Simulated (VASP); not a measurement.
# Al2O3 (R-3c) in VASP: notebook

Runs on Al2O3. Level: PBE. Tasks: single point.

All numbers are computed with VASP 6.6.1; they aren't measurements. Logs are shortened: lines on timing, memory, paths and dates and some standing lists are left out, and cuts for length are marked.

**1. The cell of the first run**

Symmetry: R-3c, No. 167, trigonal system. Conventional cell: a = 4.849 Å, b = 4.849 Å, c = 12.213 Å, α = 90.00°, β = 90.00°, γ = 120.00°. Al (site symmetry 3) has 6 O at 1.86 to 1.94 Å and 1 Al at 2.49 Å within 2.5 Å. O (site symmetry 2) has 4 Al at 1.86 to 1.94 Å and 8 O at 2.53 to 2.64 Å within 2.7 Å.

**2. Single point, PBE (8.29 Å³/atom)**

INCAR reads:

```
SYSTEM = Al2O3
ALGO = Normal
EDIFF = 1E-7
ENCUT = 520
GGA = PE
ISIF = 2
ISMEAR = 0
LASPH = .TRUE.
LCHARG = .TRUE.
LELF = .TRUE.
LREAL = .FALSE.
LVHAR = .TRUE.
LWAVE = .FALSE.
NBANDS = 35
NELM = 60
PREC = Accurate
SIGMA = 0.05
```

KPOINTS reads:

```
k-points
0
G
  6 6 6
  0 0 0
```

POSCAR reads:

```
Al2O3
1.0
    2.4245226266      1.3997987911      4.0710967597
   -2.4245226266      1.3997987911      4.0710967597
    0.0000000000     -2.7995975822      4.0710967597
Al O
4 6
Direct
    0.8521293568      0.8521293568      0.8521293568
    0.6478706432      0.6478706432      0.6478706432
    0.1478706432      0.1478706432      0.1478706432
    0.3521293568      0.3521293568      0.3521293568
    0.0561574040      0.4438425960      0.7500000000
    0.7500000000      0.0561574040      0.4438425960
    0.4438425960      0.7500000000      0.0561574040
    0.9438425960      0.5561574040      0.2500000000
    0.2500000000      0.9438425960      0.5561574040
    0.5561574040      0.2500000000      0.9438425960
```

Potentials or basis: VASP PAW PBE potentials, release 64 (Al, O).

Command:

```sh
$ cat potpaw_PBE.64/Al/POTCAR potpaw_PBE.64/O/POTCAR > POTCAR
$ mpirun -np 1 vasp_std > vasp.out
```

OUTCAR:

```text
SYSTEM = Al2O3
   EDIFF = 1E-7
   ENCUT = 520
   GGA = PE
   ISIF = 2
   ISMEAR = 0
   LASPH = .TRUE.
   LREAL = .FALSE.
   NELM = 60
   PREC = Accurate

 ion  position               nearest neighbor table
   1  0.852  0.852  0.852-   9 1.86   8 1.86  10 1.86   7 1.94   6 1.94   5 1.94   2 2.49   3 2.84
                             3 2.84   3 2.84   2 3.21   2 3.21   2 3.21
   2  0.648  0.648  0.648-  10 1.86   8 1.86   9 1.86   7 1.94   6 1.94   5 1.94   1 2.49   4 2.84
                             4 2.84   4 2.84   1 3.21   1 3.21   1 3.21
   3  0.148  0.148  0.148-   6 1.86   5 1.86   7 1.86   9 1.94  10 1.94   8 1.94   4 2.49   1 2.84
                             1 2.84   1 2.84   4 3.21   4 3.21   4 3.21
   4  0.352  0.352  0.352-   7 1.86   5 1.86   6 1.86   9 1.94  10 1.94   8 1.94   3 2.49   2 2.84
                             2 2.84   2 2.84   3 3.21   3 3.21   3 3.21
   5  0.056  0.444  0.750-   3 1.86   4 1.86   1 1.94   2 1.94
   6  0.750  0.056  0.444-   3 1.86   4 1.86   1 1.94   2 1.94
   7  0.444  0.750  0.056-   4 1.86   3 1.86   1 1.94   2 1.94
   8  0.944  0.556  0.250-   1 1.86   2 1.86   3 1.94   4 1.94
   9  0.250  0.944  0.556-   1 1.86   2 1.86   3 1.94   4 1.94
  10  0.556  0.250  0.944-   2 1.86   1 1.86   3 1.94   4 1.94

  LATTYP: Found a trigonal (rhomboedric) cell.
 ALAT       =     4.9408071658
 COS(alpha) =     0.5183997871

  Lattice vectors:

 A1 = (   2.4245226266,   1.3997987911,   4.0710967597)
 A2 = (  -2.4245226266,   1.3997987911,   4.0710967597)
 A3 = (   0.0000000000,  -2.7995975822,   4.0710967597)

Analysis of symmetry for initial positions (statically):
=====================================================================
 Subroutine PRICEL returns:
 Original cell was already a primitive cell.

 Routine SETGRP: Setting up the symmetry group for a
 trigonal (rhombohedral) supercell.

 Subroutine GETGRP returns: Found 12 space group operations
 (whereof  6 operations were pure point group operations)
 out of a pool of 12 trial point group operations.

The static configuration has the point symmetry S_6 .
 The point group associated with its full space group is D_3d.

Analysis of symmetry for dynamics (positions and initial velocities):
=====================================================================
 Subroutine PRICEL returns:
 Original cell was already a primitive cell.

 Routine SETGRP: Setting up the symmetry group for a
 trigonal (rhombohedral) supercell.

 Subroutine GETGRP returns: Found 12 space group operations
 (whereof  6 operations were pure point group operations)
 out of a pool of 12 trial point group operations.

The dynamic configuration has the point symmetry S_6 .
 The point group associated with its full space group is D_3d.

 Subroutine INISYM returns: Found 12 space group operations
 (whereof  6 operations are pure point group operations),
 and found     1 'primitive' translations

----------------------------------------------------------------------------------------

                                     Primitive cell

  volume of cell :      82.9000

  direct lattice vectors                    reciprocal lattice vectors
     2.424522627  1.399798791  4.071096760     0.206226164  0.119064731  0.081878018
    -2.424522627  1.399798791  4.071096760    -0.206226164  0.119064731  0.081878018
     0.000000000 -2.799597582  4.071096760     0.000000000 -0.238129462  0.081878018

  length of vectors
     4.940807166  4.940807166  4.940807166     0.251812729  0.251812729  0.251812729

  position of ions in fractional coordinates (direct lattice)
     0.852129357  0.852129357  0.852129357
     0.647870643  0.647870643  0.647870643
     0.147870643  0.147870643  0.147870643
     0.352129357  0.352129357  0.352129357
     0.056157404  0.443842596  0.750000000
     0.750000000  0.056157404  0.443842596
     0.443842596  0.750000000  0.056157404
     0.943842596  0.556157404  0.250000000
     0.250000000  0.943842596  0.556157404
     0.556157404  0.250000000  0.943842596

  ion indices of the primitive-cell ions
   primitive index   ion index
                 1           1
                 2           2
                 3           3
                 4           4
                 5           5
                 6           6
                 7           7
                 8           8
                 9           9
                10          10

----------------------------------------------------------------------------------------

 KPOINTS: k-points

Automatic generation of k-mesh.
 Grid dimensions read from file:
 generate k-points for:    6    6    6

 Generating k-lattice:

  Cartesian coordinates                     Fractional coordinates (reciprocal lattice)
     0.034371027  0.019844122  0.013646336     0.166666667  0.000000000  0.000000000
    -0.034371027  0.019844122  0.013646336     0.000000000  0.166666667  0.000000000
     0.000000000 -0.039688244  0.013646336     0.000000000  0.000000000  0.166666667

  Length of vectors
     0.041968788  0.041968788  0.041968788

  Shift w.r.t. Gamma in fractional coordinates (k-lattice)
     0.000000000  0.000000000  0.000000000

 Subroutine IBZKPT returns following result:
 ===========================================

 Found     32 irreducible k-points:

 Following reciprocal coordinates:
            Coordinates               Weight
  0.000000  0.000000  0.000000      1.000000
  0.166667  0.000000  0.000000      6.000000
  0.333333  0.000000  0.000000      6.000000
  0.500000 -0.000000  0.000000      3.000000
  0.166667  0.166667  0.000000      6.000000
  0.333333  0.166667 -0.000000     12.000000
[... 16 lines left out ...]
  0.500000  0.500000  0.166667      6.000000
 -0.333333  0.500000  0.166667     12.000000
 [... further k-points ...]
   k-points           NKPTS =     32   k-points in BZ     NKDIM =     32   number of bands    NBANDS=     35
   number of dos      NEDOS =    301   number of ions     NIONS =     10
   total plane-waves  NPLWV =  64000
   dimension x,y,z NGX =    40 NGY =   40 NGZ =   40
   dimension x,y,z NGXF=    80 NGYF=   80 NGZF=   80
   ions per type =               4   6
   NGX,Y,Z   is equivalent  to a cutoff of  13.46, 13.46, 13.46 a.u.
   NGXF,Y,Z  is equivalent  to a cutoff of  26.92, 26.92, 26.92 a.u.
 SYSTEM =  Al2O3
   PREC   = accura    normal or accurate (medium, high low for compatibility)
   ISTART =      0    job   : 0-new  1-cont  2-samecut
   ICHARG =      2    charge: 1-file 2-atom 10-const
   ISPIN  =      1    spin polarized calculation?
   LNONCOLLINEAR =      F non collinear calculations
   LSORBIT =      F    spin-orbit coupling
   LASPH  =      T    aspherical Exc in radial PAW
   ENCUT  =  520.0 eV  38.22 Ry    6.18 a.u.   9.19  9.19  9.19*2*pi/ulx,y,z
   NELM   =     60;   NELMIN=  2; NELMDL= -5     # of ELM steps
   EDIFF  = 0.1E-06   stopping-criterion for ELM
   LREAL  =      F    real-space projection
   EDIFFG = 0.1E-05   stopping-criterion for IOM
   NSW    =      0    number of steps for IOM
   IBRION =     -1    ionic relax: 0-MD 1-quasi-New 2-CG
   NFREE  =      0    steps in history (QN), initial steepest desc. (CG)
   ISIF   =      2    stress and relaxation
   ISYM   =      2    0-nonsym 1-usesym 2-fastsym
   POTIM  = 0.5000    time-step for ionic-motion
   TEBEG  =    0.0;   TEEND  =   0.0 temperature during run
   PSTRESS=    0.0 pullay stress
   NELECT =      48.0000    total number of electrons
   NUPDOWN=      -1.0000    fix difference up-down
   EMIN   =  10.00;   EMAX   =-10.00  energy-range for DOS
   EFERMI =   0.00;   METHOD = LEGACY
   ISMEAR =     0;   SIGMA  =   0.05  broadening in eV -4-tet -1-fermi 0-gaus
   EFERMI_NEDOS =   21; number of points for ismear=-14 and -15
   IALGO  =     38    algorithm
   IMIX   =      4    mixing-type and parameters
     AMIX     =   0.40;   BMIX     =  1.00
     AMIX_MAG =   1.60;   BMIX_MAG =  1.00
  volume/ion in A,a.u.               =       8.29        55.94
  Fermi-wavevector in a.u.,A,eV,Ry     =   1.364490  2.578512 25.331780  1.861833
  Thomas-Fermi vector in A             =   2.490801
   LORBIT       =      0    0 simple, 1 ext, 2 COOP (PROOUT), +10 PAW based schemes
   GGA     = PE    functional components
   LHFCALC =     F    Hartree Fock is set to
   AEXX    =    0.0000 exact exchange contribution
   IVDW    =     0    specifies the selected vdW correction
   LEPSILON=     F    determine dielectric tensor
   LRPA    =     F    only Hartree local field effects (RPA)
 non-spin polarized calculation
 Gauss-broadening in eV      SIGMA  =   0.05
  energy-cutoff  :      520.00
  volume of cell :       82.90
 maximum number of plane-waves:      2249
 NGX is ok and might be reduce to    40
   NGX = 19   NGY = 19   NGZ = 19

 number of electron      48.0000009 magnetization

 Free energy of the ion-electron system (eV)
  ---------------------------------------------------
  ext. energy  EPLUGINS =         0.00000000
  ---------------------------------------------------
  free energy    TOTEN  =       -74.17524834 eV

  energy without entropy =      -74.17524834  energy(sigma->0) =      -74.17524834

 E-fermi :   7.1707     XC(G=0): -11.8204

 val. band max:        6.9311375944   @ k =   0.0000   0.0000   0.0000
 cond. band min:      12.7126862154   @ k =   0.0000   0.0000   0.0000
 fundamental gap:      5.7815486210
 Fermi energy:         7.1706822874

 k-point     1 :       0.0000    0.0000    0.0000
  band No.  band energies     occupation
      1     -12.9735      2.00000
      2     -10.3321      2.00000
      3     -10.3321      2.00000
      4     -10.1792      2.00000
      5      -9.9395      2.00000
      6      -9.9395      2.00000
[... 27 lines left out ...]
     34      19.6870      0.00000
     35      21.4563      0.00000

 k-point     2 :       0.1667    0.0000    0.0000
  band No.  band energies     occupation
      1     -12.8305      2.00000
      2     -10.5873      2.00000
      3     -10.3495      2.00000
      4     -10.1125      2.00000
      5     -10.0061      2.00000
      6      -9.9270      2.00000
[... 27 lines left out ...]
     34      19.7099      0.00000
     35      21.0638      0.00000

 k-point     3 :       0.3333    0.0000    0.0000
  band No.  band energies     occupation
      1     -12.4227      2.00000
      2     -11.1456      2.00000
      3     -10.3544      2.00000
      4     -10.1559      2.00000
      5     -10.0374      2.00000
      6      -9.9267      2.00000
[... 27 lines left out ...]
     34      20.0177      0.00000
     35      20.7135      0.00000

 k-point     4 :       0.5000   -0.0000    0.0000
  band No.  band energies     occupation
      1     -11.8185      2.00000
      2     -11.8185      2.00000
      3     -10.2903      2.00000
      4     -10.2903      2.00000
      5      -9.9691      2.00000
      6      -9.9691      2.00000
[... 27 lines left out ...]
     34      19.3068      0.00000
     35      20.3867      0.00000

 k-point     5 :       0.1667    0.1667    0.0000
  band No.  band energies     occupation
      1     -12.7844      2.00000
      2     -10.4699      2.00000
      3     -10.4592      2.00000
      4     -10.1759      2.00000
      5     -10.0735      2.00000
      6      -9.9049      2.00000
[... 638 lines left out ...]
 k-point    22 :      -0.1667    0.3333    0.1667
  band No.  band energies     occupation
      1     -12.1008      2.00000
      2     -11.0987      2.00000
      3     -10.6969      2.00000
      4     -10.4628      2.00000
      5      -9.9895      2.00000
      6      -9.8893      2.00000
[... 27 lines left out ...]
     34      20.0269      0.00000
     35      20.4824      0.00000

 k-point    23 :       0.5000    0.5000    0.1667
  band No.  band energies     occupation
      1     -11.8627      2.00000
      2     -11.0318      2.00000
      3     -10.8545      2.00000
      4     -10.6566      2.00000
      5     -10.1285      2.00000
      6      -9.8401      2.00000
[... 27 lines left out ...]
     34      20.0148      0.00000
     35      20.4050      0.00000

 k-point    24 :      -0.3333    0.5000    0.1667
  band No.  band energies     occupation
      1     -11.6080      2.00000
      2     -11.1988      2.00000
      3     -10.9770      2.00000
      4     -10.7498      2.00000
      5     -10.0319      2.00000
      6      -9.8348      2.00000
[... 27 lines left out ...]
     34      20.0211      0.00000
     35      20.1958      0.00000

 [... further k-points ...]

------------------------ aborting loop because EDIFF is reached ----------------------------------------

  FORCE on cell =-STRESS in cart. coord.  units (eV):
  Direction    XX          YY          ZZ          XY          YZ          ZX
  --------------------------------------------------------------------------------------
  -------------------------------------------------------------------------------------
  Total        1.4668859      1.4668859     18.0229411     -0.0000000      0.0000000      0.0000000
  in kB       28.3499555     28.3499555    348.3226504     -0.0000000      0.0000000      0.0000000
  external PRESSURE =     135.0075205 kB  Pullay stress =       0.0000000 kB

 VOLUME and BASIS-vectors are now :
 -----------------------------------------------------------------------------
  energy-cutoff  :      520.00
  volume of cell :       82.90
      direct lattice vectors                 reciprocal lattice vectors
     2.424522627  1.399798791  4.071096760     0.206226164  0.119064731  0.081878018
    -2.424522627  1.399798791  4.071096760    -0.206226164  0.119064731  0.081878018
     0.000000000 -2.799597582  4.071096760     0.000000000 -0.238129462  0.081878018

 POSITION                                       TOTAL-FORCE (eV/Angst)
 -----------------------------------------------------------------------------------
      0.00000      0.00000     10.40730         0.000000     -0.000000      0.762500
      0.00000      0.00000      7.91263         0.000000     -0.000000     -0.762500
      0.00000      0.00000      1.80599         0.000000     -0.000000     -0.762500
      0.00000      0.00000      4.30066         0.000000     -0.000000      0.762500
     -0.93995     -1.39980      5.08887        -0.063416     -0.000000     -0.000000
      1.68224     -0.11412      5.08887         0.031708     -0.054920     -0.000000
     -0.74229      1.51392      5.08887         0.031708      0.054920     -0.000000
      0.93995      1.39980      7.12442         0.063416     -0.000000     -0.000000
     -1.68224      0.11412      7.12442        -0.031708      0.054920     -0.000000
      0.74229     -1.51392      7.12442        -0.031708     -0.054920     -0.000000
 -----------------------------------------------------------------------------------
    total drift:                               -0.000000      0.000000      0.000000

  FREE ENERGIE OF THE ION-ELECTRON SYSTEM (eV)
  ---------------------------------------------------
  free  energy   TOTEN  =       -74.1752483350 eV

  energy  without entropy=      -74.1752483350  energy(sigma->0) =      -74.17524834
```

It took 4.2 min on 1 thread of Intel Xeon 8259CL, shared host; peak memory 0.26 GiB.

Results:

```
Free energy            : -74.1752 eV
Pressure               : 13.5 GPa
Largest force          : 0.762 eV/Å
Band gap on the k mesh : 5.78 eV
```

Forces on the atoms (eV/Å):
```
Al   0.000  0.000  0.762
Al   0.000  0.000 -0.762
Al   0.000  0.000 -0.762
Al   0.000  0.000  0.762
O   -0.063  0.000  0.000
O    0.032 -0.055  0.000
O    0.032  0.055  0.000
O    0.063  0.000  0.000
O   -0.032  0.055  0.000
O   -0.032 -0.055  0.000
```

Stress tensor (GPa, compression positive):
```
 2.83  0.00  0.00
 0.00  2.83  0.00
 0.00  0.00 34.83
```

Caveat: the cell stands under pressure. A k mesh can miss the band edges.

(Continued in part 2 of 2.)
